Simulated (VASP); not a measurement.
Input of a VASP 6.6.1 run:

File POSCAR:

```
TiRh
1.0
    3.1152020000      0.0000000000      0.0000000000
    0.0000000000      3.1152020000      0.0000000000
    0.0000000000      0.0000000000      3.1152020000
Ti Rh
1 1
Direct
    0.5000000000      0.5000000000      0.5000000000
    0.0000000000      0.0000000000      0.0000000000
```

The input INCAR.step1:

```
SYSTEM = TiRh
PREC = Accurate ; ENCUT = 600
ISMEAR = 1 ; SIGMA = 0.1
LREAL = .False. ; LASPH = .True.
NELM = 60 ; GGA = PE
ALGO = Normal ; EDIFF = 1E-4
LWAVE = .True. ; LCHARG = .False.
```

Contents of INCAR.step2:

```
SYSTEM = TiRh
PREC = Accurate ; ENCUT = 600
EDIFF = 1E-6 ; ISMEAR = 1
SIGMA = 0.1 ; LREAL = .False.
LASPH = .True. ; NELM = 60
ALGO = Normal ; ISIF = 3
LWAVE = .False. ; LCHARG = .False.
METAGGA = R2SCAN ; LMIXTAU = .True.
IBRION = 2 ; NSW = 80
EDIFFG = -0.02 ; ISTART = 1
```

The input KPOINTS:

```
Automatic mesh
0
Gamma
  8 8 8
  0 0 0
```

Potentials or basis: VASP PAW PBE potentials, release 64 (Ti_sv, Rh_pv).

Run with:

```bash
$ cat potpaw_PBE.64/Ti_sv/POTCAR potpaw_PBE.64/Rh_pv/POTCAR > POTCAR
$ cp INCAR.step1 INCAR
$ mpirun -np 1 vasp_std > vasp.out
$ cp INCAR.step2 INCAR
$ mpirun -np 1 vasp_std > vasp.out
```

**Question.** What does it give for the space group after relaxing (to 0.05 Å)?

**Answer.** Pm-3m (No. 221).

**Question.** Estimate the relaxed cell.

**Answer.** a = 3.096 Å, b = 3.096 Å, c = 3.096 Å, α = 90.00°, β = 90.00°, γ = 90.00°.

**Question.** Predict the relaxed volume.

**Answer.** 14.83 Å³/atom.

Final structure:
```yaml
crystal:
  lattice:
    - [3.09562, 0.00000, 0.00000]
    - [0.00000, 3.09562, 0.00000]
    - [0.00000, 0.00000, 3.09562]
  atoms:
    - { symbol: Ti, position: [0.50000, 0.50000, 0.50000] }
    - { symbol: Rh, position: [0.00000, 0.00000, 0.00000] }
```

Caveat: the PAW data sets were made with another functional, which shifts forces and pressure a little.
